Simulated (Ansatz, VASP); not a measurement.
## MgO: VASP beside Ansatz

```
Mg O
1.0
     0.00000    2.12460    2.12460
     2.12460    0.00000    2.12460
     2.12460    2.12460    0.00000
Mg O
1 1
Direct
  0.00000 0.00000 0.00000
  0.50000 0.50000 0.50000
```

Alike in both runs: task single point; functional r2SCAN; k mesh 11 × 11 × 11; occupations fermi-dirac, width 0.05 eV; no spin polarisation.

|  | VASP | Ansatz |
| --- | --- | --- |
| version | VASP 6.6.1 | Ansatz 0.2.0 |
| potentials or method | VASP PAW PBE potentials, release 64 (Mg_sv, O) | Ansatz PAW |
| plane-wave cutoff (eV) | 750 | 500 |
| valence electrons in the cell | 16 | 16 |

|  | VASP | Ansatz | Ansatz less VASP |
| --- | --- | --- | --- |
| gap on the k mesh at the Fermi level (eV) | 5.39 | 5.37 | -0.021 |
| least direct gap on the mesh (eV) | 5.39 | 5.37 | -0.021 |
| pressure (GPa) | -4.9 | -5.0 | -0.06 |

VASP's potentials were made for PBE, not for r2SCAN. With one functional, cell and mesh, what is left measures potentials, basis and numerics.

Noted on Ansatz's run: odd divisions of the mesh miss points on the zone boundary, where band edges often lie, so the gap on the mesh can be too wide.
